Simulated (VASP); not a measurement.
# GaAs (F-43m) in VASP: further runs

The runs below take GaAs through single point, with LDA.

All numbers are computed with VASP 6.6.1; they aren't measurements. Logs are shortened: lines on timing, memory, paths and dates and some standing lists are left out, and cuts for length are marked.

## (1) The cell of the first run

The structure is cubic, space group F-43m (No. 216). The conventional cell has a = 5.752 Å, b = 5.752 Å, c = 5.752 Å, α = 90.00°, β = 90.00°, γ = 90.00°. Within 3.3 Å of Ga (site symmetry -43m) lie 4 As at 2.49 Å. Within 3.3 Å of As (site symmetry -43m) lie 4 Ga at 2.49 Å.

## (2) Single point, LDA

Input file INCAR:

```
SYSTEM = GaAs
ALGO = Normal ; EDIFF = 1E-6
ENCUT = 500 ; GGA = CA
GGA_COMPAT = .FALSE. ; ISIF = 2
ISMEAR = 0 ; LASPH = .TRUE.
LCHARG = .FALSE. ; LREAL = .FALSE.
LWAVE = .FALSE. ; NBANDS = 16
NELM = 120 ; PREC = Accurate
SIGMA = 0.1
```

Input file KPOINTS:

```
k-points
0
G
  6 6 6
  0 0 0
```

Input file POSCAR:

```
GaAs
1.0
    0.0000000000      2.8762372529      2.8762372529
    2.8762372529      0.0000000000      2.8762372529
    2.8762372529      2.8762372529      0.0000000000
Ga As
1 1
Direct
    0.0000000000      0.0000000000      0.0000000000
    0.2500000000      0.2500000000      0.2500000000
```

Potentials or basis: VASP PAW LDA potentials, release 64 (Ga_d, As).

Launch:

```bash
cat potpaw_LDA.64/Ga_d/POTCAR potpaw_LDA.64/As/POTCAR > POTCAR
mpirun -np 1 vasp_std > vasp.out
```

OUTCAR:

```text
SYSTEM = GaAs
   EDIFF = 1E-6
   ENCUT = 500
   GGA = CA
   ISIF = 2
   ISMEAR = 0
   LASPH = .TRUE.
   LREAL = .FALSE.
   NELM = 120
   PREC = Accurate

 ion  position               nearest neighbor table
   1  0.000  0.000  0.000-   2 2.49   2 2.49   2 2.49   2 2.49
   2  0.250  0.250  0.250-   1 2.49   1 2.49   1 2.49   1 2.49

  LATTYP: Found a face centered cubic cell.
 ALAT       =     5.7524745058

  Lattice vectors:

 A1 = (   0.0000000000,   2.8762372529,   2.8762372529)
 A2 = (   2.8762372529,   0.0000000000,   2.8762372529)
 A3 = (   2.8762372529,   2.8762372529,   0.0000000000)

Analysis of symmetry for initial positions (statically):
=====================================================================
 Subroutine PRICEL returns:
 Original cell was already a primitive cell.

 Routine SETGRP: Setting up the symmetry group for a
 face centered cubic supercell.

 Subroutine GETGRP returns: Found 24 space group operations
 (whereof 24 operations were pure point group operations)
 out of a pool of 48 trial point group operations.

The static configuration has the point symmetry T_d .

Analysis of symmetry for dynamics (positions and initial velocities):
=====================================================================
 Subroutine PRICEL returns:
 Original cell was already a primitive cell.

 Routine SETGRP: Setting up the symmetry group for a
 face centered cubic supercell.

 Subroutine GETGRP returns: Found 24 space group operations
 (whereof 24 operations were pure point group operations)
 out of a pool of 48 trial point group operations.

The dynamic configuration has the point symmetry T_d .

 Subroutine INISYM returns: Found 24 space group operations
 (whereof 24 operations are pure point group operations),
 and found     1 'primitive' translations

----------------------------------------------------------------------------------------

                                     Primitive cell

  volume of cell :      47.5887

  direct lattice vectors                    reciprocal lattice vectors
     0.000000000  2.876237253  2.876237253    -0.173838232  0.173838232  0.173838232
     2.876237253  0.000000000  2.876237253     0.173838232 -0.173838232  0.173838232
     2.876237253  2.876237253  0.000000000     0.173838232  0.173838232 -0.173838232

  length of vectors
     4.067613732  4.067613732  4.067613732     0.301096651  0.301096651  0.301096651

  position of ions in fractional coordinates (direct lattice)
     0.000000000  0.000000000  0.000000000
     0.250000000  0.250000000  0.250000000

  ion indices of the primitive-cell ions
   primitive index   ion index
                 1           1
                 2           2

----------------------------------------------------------------------------------------

 KPOINTS: k-points

Automatic generation of k-mesh.
 Grid dimensions read from file:
 generate k-points for:    6    6    6

 Generating k-lattice:

  Cartesian coordinates                     Fractional coordinates (reciprocal lattice)
    -0.028973039  0.028973039  0.028973039     0.166666667  0.000000000  0.000000000
     0.028973039 -0.028973039  0.028973039     0.000000000  0.166666667  0.000000000
     0.028973039  0.028973039 -0.028973039     0.000000000  0.000000000  0.166666667

  Length of vectors
     0.050182775  0.050182775  0.050182775

  Shift w.r.t. Gamma in fractional coordinates (k-lattice)
     0.000000000  0.000000000  0.000000000

 Subroutine IBZKPT returns following result:
 ===========================================

 Found     16 irreducible k-points:

 Following reciprocal coordinates:
            Coordinates               Weight
  0.000000  0.000000  0.000000      1.000000
  0.166667  0.000000  0.000000      8.000000
  0.333333  0.000000  0.000000      8.000000
  0.500000  0.000000  0.000000      4.000000
  0.166667  0.166667  0.000000      6.000000
  0.333333  0.166667  0.000000     24.000000
[... 8 lines left out ...]
 -0.333333  0.333333  0.166667     24.000000
 -0.333333  0.500000  0.166667     12.000000
   k-points           NKPTS =     16   k-points in BZ     NKDIM =     16   number of bands    NBANDS=     16
   number of dos      NEDOS =    301   number of ions     NIONS =      2
   total plane-waves  NPLWV =  27000
   dimension x,y,z NGX =    30 NGY =   30 NGZ =   30
   dimension x,y,z NGXF=    60 NGYF=   60 NGZF=   60
   ions per type =               1   1
   NGX,Y,Z   is equivalent  to a cutoff of  12.26, 12.26, 12.26 a.u.
   NGXF,Y,Z  is equivalent  to a cutoff of  24.52, 24.52, 24.52 a.u.
 SYSTEM =  GaAs
   PREC   = accura    normal or accurate (medium, high low for compatibility)
   ISTART =      0    job   : 0-new  1-cont  2-samecut
   ICHARG =      2    charge: 1-file 2-atom 10-const
   ISPIN  =      1    spin polarized calculation?
   LNONCOLLINEAR =      F non collinear calculations
   LSORBIT =      F    spin-orbit coupling
   LASPH  =      T    aspherical Exc in radial PAW
   ENCUT  =  500.0 eV  36.75 Ry    6.06 a.u.   7.42  7.42  7.42*2*pi/ulx,y,z
   NELM   =    120;   NELMIN=  2; NELMDL= -5     # of ELM steps
   EDIFF  = 0.1E-05   stopping-criterion for ELM
   LREAL  =      F    real-space projection
   EDIFFG = 0.1E-04   stopping-criterion for IOM
   NSW    =      0    number of steps for IOM
   IBRION =     -1    ionic relax: 0-MD 1-quasi-New 2-CG
   NFREE  =      0    steps in history (QN), initial steepest desc. (CG)
   ISIF   =      2    stress and relaxation
   ISYM   =      2    0-nonsym 1-usesym 2-fastsym
   POTIM  = 0.5000    time-step for ionic-motion
   TEBEG  =    0.0;   TEEND  =   0.0 temperature during run
   PSTRESS=    0.0 pullay stress
   NELECT =      18.0000    total number of electrons
   NUPDOWN=      -1.0000    fix difference up-down
   EMIN   =  10.00;   EMAX   =-10.00  energy-range for DOS
   EFERMI =   0.00;   METHOD = LEGACY
   ISMEAR =     0;   SIGMA  =   0.10  broadening in eV -4-tet -1-fermi 0-gaus
   EFERMI_NEDOS =   21; number of points for ismear=-14 and -15
   IALGO  =     38    algorithm
   IMIX   =      4    mixing-type and parameters
     AMIX     =   0.40;   BMIX     =  1.00
     AMIX_MAG =   1.60;   BMIX_MAG =  1.00
  volume/ion in A,a.u.               =      23.79       160.57
  Fermi-wavevector in a.u.,A,eV,Ry     =   1.183943  2.237329 19.071587  1.401722
  Thomas-Fermi vector in A             =   2.320168
   LORBIT       =      0    0 simple, 1 ext, 2 COOP (PROOUT), +10 PAW based schemes
   GGA     = CA    functional components
   LHFCALC =     F    Hartree Fock is set to
   AEXX    =    0.0000 exact exchange contribution
   IVDW    =     0    specifies the selected vdW correction
   LEPSILON=     F    determine dielectric tensor
   LRPA    =     F    only Hartree local field effects (RPA)
 non-spin polarized calculation
 Gauss-broadening in eV      SIGMA  =   0.10
  energy-cutoff  :      500.00
  volume of cell :       47.59
 maximum number of plane-waves:      1243
 NGX is ok and might be reduce to    30
   NGX = 15   NGY = 15   NGZ = 15

 number of electron      17.9999989 magnetization

 Free energy of the ion-electron system (eV)
  ---------------------------------------------------
  ext. energy  EPLUGINS =         0.00000000
  ---------------------------------------------------
  free energy    TOTEN  =        -9.56190609 eV

  energy without entropy =       -9.56110663  energy(sigma->0) =       -9.56150636

 E-fermi :   3.3649     XC(G=0):  -9.6829

 val. band max:        3.3276090106   @ k =   0.0000   0.0000   0.0000
 cond. band min:       4.0452606279   @ k =   0.5000   0.0000   0.0000
 fundamental gap:      0.7176516172
 Fermi energy:         3.3649144447

 k-point     1 :       0.0000    0.0000    0.0000
  band No.  band energies     occupation
      1     -11.5220      2.00000
      2     -11.5220      2.00000
      3     -11.5220      2.00000
      4     -11.4558      2.00000
      5     -11.4558      2.00000
      6      -9.0782      2.00000
[... 8 lines left out ...]
     15      13.3588      0.00000
     16      13.3588      0.00000

 k-point     2 :       0.1667    0.0000    0.0000
  band No.  band energies     occupation
      1     -11.5387      2.00000
      2     -11.5171      2.00000
      3     -11.5171      2.00000
      4     -11.4560      2.00000
      5     -11.4560      2.00000
      6      -8.7825      2.00000
[... 8 lines left out ...]
     15      12.2778      0.00000
     16      12.2778      0.00000

 k-point     3 :       0.3333    0.0000    0.0000
  band No.  band energies     occupation
      1     -11.5692      2.00000
      2     -11.5090      2.00000
      3     -11.5090      2.00000
      4     -11.4545      2.00000
      5     -11.4545      2.00000
      6      -8.0229      2.00000
[... 8 lines left out ...]
     15      12.8316      0.00000
     16      12.8316      0.00000

 k-point     4 :       0.5000    0.0000    0.0000
  band No.  band energies     occupation
      1     -11.5834      2.00000
      2     -11.5060      2.00000
      3     -11.5060      2.00000
      4     -11.4527      2.00000
      5     -11.4527      2.00000
      6      -7.4688      2.00000
[... 8 lines left out ...]
     15      14.8772      0.00000
     16      14.8772      0.00000
[... 172 lines left out ...]
 k-point    14 :       0.5000    0.3333    0.1667
  band No.  band energies     occupation
      1     -11.5892      2.00000
      2     -11.4999      2.00000
      3     -11.4940      2.00000
      4     -11.4641      2.00000
      5     -11.4508      2.00000
      6      -7.4159      2.00000
[... 8 lines left out ...]
     15      14.0542      0.00000
     16      15.9391      0.00000

 k-point    15 :      -0.3333    0.3333    0.1667
  band No.  band energies     occupation
      1     -11.5953      2.00000
      2     -11.4995      2.00000
      3     -11.4899      2.00000
      4     -11.4623      2.00000
      5     -11.4527      2.00000
      6      -6.9675      2.00000
[... 8 lines left out ...]
     15      15.0644      0.00000
     16      15.6252      0.00000

 k-point    16 :      -0.3333    0.5000    0.1667
  band No.  band energies     occupation
      1     -11.6031      2.00000
      2     -11.4929      2.00000
      3     -11.4846      2.00000
      4     -11.4680      2.00000
      5     -11.4498      2.00000
      6      -6.7594      2.00000
[... 8 lines left out ...]
     15      15.1199      0.00000
     16      16.2197      0.00000

------------------------ aborting loop because EDIFF is reached ----------------------------------------

  FORCE on cell =-STRESS in cart. coord.  units (eV):
  Direction    XX          YY          ZZ          XY          YZ          ZX
  --------------------------------------------------------------------------------------
  -------------------------------------------------------------------------------------
  Total       -1.3435398     -1.3435398     -1.3435398     -0.0000000      0.0000000      0.0000000
  in kB      -45.2331673    -45.2331673    -45.2331673     -0.0000000      0.0000000      0.0000000
  external PRESSURE =     -45.2331673 kB  Pullay stress =       0.0000000 kB

 VOLUME and BASIS-vectors are now :
 -----------------------------------------------------------------------------
  energy-cutoff  :      500.00
  volume of cell :       47.59
      direct lattice vectors                 reciprocal lattice vectors
     0.000000000  2.876237253  2.876237253    -0.173838232  0.173838232  0.173838232
     2.876237253  0.000000000  2.876237253     0.173838232 -0.173838232  0.173838232
     2.876237253  2.876237253  0.000000000     0.173838232  0.173838232 -0.173838232

 POSITION                                       TOTAL-FORCE (eV/Angst)
 -----------------------------------------------------------------------------------
      0.00000      0.00000      0.00000         0.000000      0.000000      0.000000
      1.43812      1.43812      1.43812        -0.000000     -0.000000     -0.000000
 -----------------------------------------------------------------------------------
    total drift:                                0.000000      0.000000      0.000000

  FREE ENERGIE OF THE ION-ELECTRON SYSTEM (eV)
  ---------------------------------------------------
  free  energy   TOTEN  =        -9.5619060853 eV

  energy  without entropy=       -9.5611066286  energy(sigma->0) =       -9.56150636
```

It took 19 s on 1 thread of Intel Xeon 8259CL, shared host; peak memory 0.15 GiB.

What came out:

```
Free energy            : -9.5619 eV
Pressure               : -4.5 GPa
Band gap on the k mesh : zero (filled and empty bands touch)
```

(Continued in part 2 of 2.)
